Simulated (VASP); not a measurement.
Sb:

```
Sb
1.0
     2.15420    1.24373    3.75800
    -2.15420    1.24373    3.75800
     0.00000   -2.48746    3.75800
Sb
2
Direct
  0.76651 0.76651 0.76651
  0.23349 0.23349 0.23349
```

| Item | Value |
| --- | --- |
| Program | VASP 6.6.1 |
| Task | relaxation of cell and atoms |
| Functional | LDA |
| Potentials or basis | VASP PAW LDA potentials, release 64 (Sb) |
| Cutoff | 600 eV |
| k mesh | 8 × 8 × 8 |
| Occupations | fermi-dirac, width 0.05 eV |
| Spin | no spin polarisation |

At the start: pressure -0.9 GPa; volume 30.21 Å³/atom.

Task: Where does the relaxation end?

Result: Over 8 steps the energy falls by 5.1 meV/atom and the volume is 29.27 Å³/atom (-3.1 %); space group R-3m (No. 166, to 0.1 Å) before and after.

The path:
```
step  energy change (eV)  largest force (eV/Å)  pressure (GPa)  volume (Å³)
   1              0.0000                0.0765           -0.93        60.41
   2             -0.0042                0.1819            0.45        58.89
   3             -0.0043                0.1648            0.22        59.13
   4             -0.0076                0.1047            0.17        58.88
   5             -0.0100                0.0030            0.14        58.40
   6             -0.0100                0.0147           -0.17        58.70
   7             -0.0101                0.0050           -0.01        58.54
   8             -0.0101                0.0016            0.00        58.54
```

Final structure:
```yaml
crystal:
  lattice:
    - [2.15145, 1.24214, 3.65083]
    - [-2.15145, 1.24214, 3.65083]
    - [0.00000, -2.48428, 3.65083]
  atoms:
    - { symbol: Sb, position: [0.76393, 0.76393, 0.76393] }
    - { symbol: Sb, position: [0.23607, 0.23607, 0.23607] }
```
